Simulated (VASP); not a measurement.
# SiC (P6_3mc) in VASP: a series of runs, part 2 of 2

VASP 6.6.1.

## (6) Single point, LDA (c/a of the conventional cell at fixed volume 1.6413)

Contents of INCAR:

```
SYSTEM = SiC
PREC = Accurate
ENCUT = 520
EDIFF = 1E-6
ISMEAR = 0
SIGMA = 0.05
LREAL = .FALSE.
LASPH = .TRUE.
NELM = 100
ALGO = Normal
ISIF = 2
LWAVE = .FALSE.
LCHARG = .FALSE.
GGA = CA
NBANDS = 16
```

Contents of KPOINTS:

```
regular mesh
0
G
  12 12 6
  0 0 0
```

Contents of POSCAR:

```
SiC
1.0
    3.0561890961      0.0000000000      0.0000000000
   -1.5280945481      2.6467373960      0.0000000000
    0.0000000000      0.0000000000      5.0161734257
Si C
2 2
Direct
    0.3333333333      0.6666666667      0.0046041256
    0.6666666667      0.3333333333      0.5046041256
    0.3333333333      0.6666666667      0.3953475106
    0.6666666667      0.3333333333      0.8953475106
```

Potentials or basis: VASP PAW LDA potentials, release 64 (Si, C).

Started as:

```console
cat potpaw_LDA.64/Si/POTCAR potpaw_LDA.64/C/POTCAR > POTCAR
mpirun -np 1 vasp_std > vasp.out
```

OUTCAR:

```text
SYSTEM = SiC
   PREC = Accurate
   ENCUT = 520
   EDIFF = 1E-6
   ISMEAR = 0
   LREAL = .FALSE.
   LASPH = .TRUE.
   NELM = 100
   ISIF = 2
   GGA = CA

 ion  position               nearest neighbor table
   1  0.333  0.667  0.005-   4 1.85   4 1.85   4 1.85   3 1.96   2 3.07   2 3.07   2 3.07   2 3.07
                             2 3.07   2 3.07
   2  0.667  0.333  0.505-   3 1.85   3 1.85   3 1.85   4 1.96   1 3.07   1 3.07   1 3.07   1 3.07
                             1 3.07   1 3.07
   3  0.333  0.667  0.395-   2 1.85   2 1.85   2 1.85   1 1.96
   4  0.667  0.333  0.895-   1 1.85   1 1.85   1 1.85   2 1.96

  LATTYP: Found a hexagonal cell.
 ALAT       =     3.0561890961
 C/A-ratio  =     1.6413164461

  Lattice vectors:

 A1 = (   3.0561890961,   0.0000000000,   0.0000000000)
 A2 = (  -1.5280945481,   2.6467373960,   0.0000000000)
 A3 = (   0.0000000000,   0.0000000000,   5.0161734257)

Analysis of symmetry for initial positions (statically):
=====================================================================
 Subroutine PRICEL returns:
 Original cell was already a primitive cell.

 Routine SETGRP: Setting up the symmetry group for a
 hexagonal supercell.

 Subroutine GETGRP returns: Found 12 space group operations
 (whereof  6 operations were pure point group operations)
 out of a pool of 24 trial point group operations.

The static configuration has the point symmetry C_3v.
 The point group associated with its full space group is C_6v.

Analysis of symmetry for dynamics (positions and initial velocities):
=====================================================================
 Subroutine PRICEL returns:
 Original cell was already a primitive cell.

 Routine SETGRP: Setting up the symmetry group for a
 hexagonal supercell.

 Subroutine GETGRP returns: Found 12 space group operations
 (whereof  6 operations were pure point group operations)
 out of a pool of 24 trial point group operations.

The dynamic configuration has the point symmetry C_3v.
 The point group associated with its full space group is C_6v.

 Subroutine INISYM returns: Found 12 space group operations
 (whereof  6 operations are pure point group operations),
 and found     1 'primitive' translations

----------------------------------------------------------------------------------------

                                     Primitive cell

  volume of cell :      40.5755

  direct lattice vectors                    reciprocal lattice vectors
     3.056189096  0.000000000  0.000000000     0.327204884  0.188911828  0.000000000
    -1.528094548  2.646737396  0.000000000     0.000000000  0.377823656  0.000000000
     0.000000000  0.000000000  5.016173426     0.000000000  0.000000000  0.199355149

  length of vectors
     3.056189096  3.056189096  5.016173426     0.377823656  0.377823656  0.199355149

  position of ions in fractional coordinates (direct lattice)
     0.333333333  0.666666667  0.004604126
     0.666666667  0.333333333  0.504604126
     0.333333333  0.666666667  0.395347511
     0.666666667  0.333333333  0.895347511

  ion indices of the primitive-cell ions
   primitive index   ion index
                 1           1
                 2           2
                 3           3
                 4           4

----------------------------------------------------------------------------------------

[... 23 lines left out ...]

 Following reciprocal coordinates:
            Coordinates               Weight
  0.000000  0.000000  0.000000      1.000000
  0.083333  0.000000  0.000000      6.000000
  0.166667  0.000000  0.000000      6.000000
  0.250000  0.000000  0.000000      6.000000
  0.333333  0.000000  0.000000      6.000000
  0.416667  0.000000  0.000000      6.000000
[... 16 lines left out ...]
  0.250000  0.000000  0.166667     12.000000
  0.333333  0.000000  0.166667     12.000000
 [... further k-points ...]
   k-points           NKPTS =     76   k-points in BZ     NKDIM =     76   number of bands    NBANDS=     16
   number of dos      NEDOS =    301   number of ions     NIONS =      4
   total plane-waves  NPLWV =  23040
   dimension x,y,z NGX =    24 NGY =   24 NGZ =   40
   dimension x,y,z NGXF=    48 NGYF=   48 NGZF=   80
   ions per type =               2   2
   NGX,Y,Z   is equivalent  to a cutoff of  13.06, 13.06, 13.26 a.u.
   NGXF,Y,Z  is equivalent  to a cutoff of  26.11, 26.11, 26.51 a.u.
 SYSTEM =  SiC
   PREC   = accura    normal or accurate (medium, high low for compatibility)
   ISTART =      0    job   : 0-new  1-cont  2-samecut
   ICHARG =      2    charge: 1-file 2-atom 10-const
   ISPIN  =      1    spin polarized calculation?
   LNONCOLLINEAR =      F non collinear calculations
   LSORBIT =      F    spin-orbit coupling
   LASPH  =      T    aspherical Exc in radial PAW
   ENCUT  =  520.0 eV  38.22 Ry    6.18 a.u.   5.68  5.68  9.33*2*pi/ulx,y,z
   NELM   =    100;   NELMIN=  2; NELMDL= -5     # of ELM steps
   EDIFF  = 0.1E-05   stopping-criterion for ELM
   LREAL  =      F    real-space projection
   EDIFFG = 0.1E-04   stopping-criterion for IOM
   NSW    =      0    number of steps for IOM
   IBRION =     -1    ionic relax: 0-MD 1-quasi-New 2-CG
   NFREE  =      0    steps in history (QN), initial steepest desc. (CG)
   ISIF   =      2    stress and relaxation
   ISYM   =      2    0-nonsym 1-usesym 2-fastsym
   POTIM  = 0.5000    time-step for ionic-motion
   TEBEG  =    0.0;   TEEND  =   0.0 temperature during run
   PSTRESS=    0.0 pullay stress
   NELECT =      16.0000    total number of electrons
   NUPDOWN=      -1.0000    fix difference up-down
   EMIN   =  10.00;   EMAX   =-10.00  energy-range for DOS
   EFERMI =   0.00;   METHOD = LEGACY
   ISMEAR =     0;   SIGMA  =   0.05  broadening in eV -4-tet -1-fermi 0-gaus
   EFERMI_NEDOS =   21; number of points for ismear=-14 and -15
   IALGO  =     38    algorithm
   IMIX   =      4    mixing-type and parameters
     AMIX     =   0.40;   BMIX     =  1.00
     AMIX_MAG =   1.60;   BMIX_MAG =  1.00
  volume/ion in A,a.u.               =      10.14        68.45
  Fermi-wavevector in a.u.,A,eV,Ry     =   1.200495  2.268606 19.608550  1.441188
  Thomas-Fermi vector in A             =   2.336329
   LORBIT       =      0    0 simple, 1 ext, 2 COOP (PROOUT), +10 PAW based schemes
   GGA     = CA    functional components
   LHFCALC =     F    Hartree Fock is set to
   AEXX    =    0.0000 exact exchange contribution
   IVDW    =     0    specifies the selected vdW correction
   LEPSILON=     F    determine dielectric tensor
   LRPA    =     F    only Hartree local field effects (RPA)
 non-spin polarized calculation
 Gauss-broadening in eV      SIGMA  =   0.05
  energy-cutoff  :      520.00
  volume of cell :       40.58
 maximum number of plane-waves:      1108
 NGX is ok and might be reduce to    24

 number of electron      15.9999998 magnetization

 Free energy of the ion-electron system (eV)
  ---------------------------------------------------
  ext. energy  EPLUGINS =         0.00000000
  ---------------------------------------------------
  free energy    TOTEN  =       -33.18343618 eV

  energy without entropy =      -33.18343618  energy(sigma->0) =      -33.18343618

 E-fermi :   9.0166     XC(G=0): -11.6306

 val. band max:        8.7372309566   @ k =   0.0000   0.0000   0.0000
 cond. band min:      10.8613304902   @ k =   0.3333   0.3333   0.0000
 fundamental gap:      2.1240995336
 Fermi energy:         9.0166028966

 k-point     1 :       0.0000    0.0000    0.0000
  band No.  band energies     occupation
      1      -7.2082      2.00000
      2      -3.6214      2.00000
      3      -0.1550      2.00000
      4       6.9645      2.00000
      5       6.9645      2.00000
      6       8.2311      2.00000
[... 433 lines left out ...]
      3       1.1190      2.00000
      4       2.7653      2.00000
      5       3.5371      2.00000
      6       5.4264      2.00000
[... 8 lines left out ...]
     15      19.6828      0.00000
     16      20.4539      0.00000

 [... further k-points ...]
[... 5 lines left out ...]
  --------------------------------------------------------------------------------------
  -------------------------------------------------------------------------------------
  Total        0.9320534      0.9320534     -1.0419260     -0.0000000      0.0000000      0.0000000
  in kB       36.8033846     36.8033846    -41.1418539     -0.0000000      0.0000000      0.0000000
  external PRESSURE =      10.8216385 kB  Pullay stress =       0.0000000 kB

 VOLUME and BASIS-vectors are now :
 -----------------------------------------------------------------------------
  energy-cutoff  :      520.00
  volume of cell :       40.58
      direct lattice vectors                 reciprocal lattice vectors
     3.056189096  0.000000000  0.000000000     0.327204884  0.188911828  0.000000000
    -1.528094548  2.646737396  0.000000000     0.000000000  0.377823656  0.000000000
     0.000000000  0.000000000  5.016173426     0.000000000  0.000000000  0.199355149

 POSITION                                       TOTAL-FORCE (eV/Angst)
 -----------------------------------------------------------------------------------
     -0.00000      1.76449      0.02310        -0.000000      0.000000      1.161916
      1.52809      0.88225      2.53118        -0.000000      0.000000      1.161916
     -0.00000      1.76449      1.98313        -0.000000      0.000000     -1.161916
      1.52809      0.88225      4.49122         0.000000     -0.000000     -1.161916
 -----------------------------------------------------------------------------------
    total drift:                                0.000000      0.000000     -0.000234

  FREE ENERGIE OF THE ION-ELECTRON SYSTEM (eV)
  ---------------------------------------------------
  free  energy   TOTEN  =       -33.1834361810 eV

  energy  without entropy=      -33.1834361810  energy(sigma->0) =      -33.18343618
```

OSZICAR:

```text
N       E                     dE             d eps       ncg     rms          rms(c)
DAV:   1     0.218073507232E+02    0.21807E+02   -0.71109E+03  2432   0.895E+02
DAV:   2    -0.349470098540E+02   -0.56754E+02   -0.52184E+02  3456   0.160E+02
DAV:   3    -0.374166714305E+02   -0.24697E+01   -0.24610E+01  3144   0.306E+01
DAV:   4    -0.374352375462E+02   -0.18566E-01   -0.18563E-01  3008   0.332E+00
DAV:   5    -0.374354258285E+02   -0.18828E-03   -0.18828E-03  3088   0.312E-01    0.132E+01
DAV:   6    -0.333423385653E+02    0.40931E+01   -0.72595E+00  3088   0.166E+01    0.608E+00
DAV:   7    -0.332295091024E+02    0.11283E+00   -0.12420E+00  3480   0.652E+00    0.250E+00
DAV:   8    -0.331891975685E+02    0.40312E-01   -0.65460E-02  2776   0.154E+00    0.718E-01
DAV:   9    -0.331833651198E+02    0.58324E-02   -0.83616E-03  3160   0.627E-01    0.113E-01
DAV:  10    -0.331834309644E+02   -0.65845E-04   -0.61475E-04  2872   0.154E-01    0.623E-02
DAV:  11    -0.331834369665E+02   -0.60021E-05   -0.20114E-05  3288   0.332E-02    0.177E-02
DAV:  12    -0.331834361810E+02    0.78547E-06   -0.52966E-06  3056   0.144E-02
   1 F= -.33183436E+02 E0= -.33183436E+02  d E =-.902478E-18
```

stdout:

```text
POSCAR found type information on POSCAR SiC
 POSCAR found :  2 types and       4 ions
 scaLAPACK will be used
 LDA part: xc-table for (Slater(with rela. corr.)+CA(PZ))
 , standard interpolation
 POSCAR, INCAR and KPOINTS ok, starting setup
 FFT: planning ... GRIDC
 FFT: planning ... GRID_SOFT
 FFT: planning ... GRID
 WAVECAR not read
 entering main loop
```

It took 19 s on 1 thread of Intel Xeon 6975P-C, shared host; peak memory 0.16 GiB.

Results:

* Free energy: -33.1834 eV
* Pressure: 1.1 GPa
* Largest force: 1.162 eV/Å
* Band gap on the k mesh: 2.12 eV, indirect (least direct gap 4.08 eV)

Forces on the atoms (eV/Å):
```
Si   0.000  0.000  1.162
Si   0.000  0.000  1.162
C    0.000  0.000 -1.162
C    0.000  0.000 -1.162
```

Stress tensor (GPa, compression positive):
```
 3.68  0.00  0.00
 0.00  3.68  0.00
 0.00  0.00 -4.11
```

Levels at points of the mesh, in eV from the valence-band top:
| k point | band 5 | band 6 | band 7 | band 8 | band 9 | band 10 | band 11 | band 12 |
| --- | --- | --- | --- | --- | --- | --- | --- | --- |
| (0.00, 0.00, 0.00) | -1.77 | -0.51 | -0.51 | 0.00 | 4.59 | 6.04 | 6.35 | 6.35 |
| (0.50, 0.00, 0.00) | -5.58 | -3.78 | -3.39 | -1.73 | 2.35 | 4.05 | 6.66 | 7.17 |
| (0.00, 0.00, 0.50) | -1.19 | -1.19 | -1.19 | -1.19 | 5.65 | 5.65 | 7.00 | 7.00 |
| (0.50, 0.00, 0.50) | -2.93 | -2.93 | -2.43 | -2.43 | 2.99 | 2.99 | 4.75 | 4.75 |

Caveat: forces of over 1 eV/Å act on the atoms, so gaps and moduli don't describe the material at rest.

## (7) The runs side by side

| cell | gap on the mesh (eV) | pressure (GPa) | largest force (eV/Å) |
| --- | --- | --- | --- |
| a = 3.056, b = 3.056, c = 5.016 Å, angles 90.0, 90.0, 120.0°, 4 atoms | 2.12 | 1.1 | 1.16 |
| a = 3.084, b = 3.084, c = 4.926 Å, angles 90.0, 90.0, 120.0°, 4 atoms | 1.27 | 5.9 | 4.45 |
| a = 3.142, b = 3.142, c = 4.745 Å, angles 90.0, 90.0, 120.0°, 4 atoms | 1.96 | 2.3 | 1.26 |

Some of these runs hold the atoms at other places in the same cell, which the table doesn't show; runs alike in all that it shows share one row.

Alike in all rows: task single point; level LDA; potentials or basis VASP PAW LDA potentials, release 64 (Si, C); no spin polarisation; k mesh 12 × 12 × 6; cutoff (eV) 520; smearing gaussian 0.05 eV.

Caveats: forces of over 1 eV/Å act on the atoms, so gaps and moduli don't describe the material at rest.

Total energies depend on the potentials used, so only differences within one code and one set of settings carry meaning.
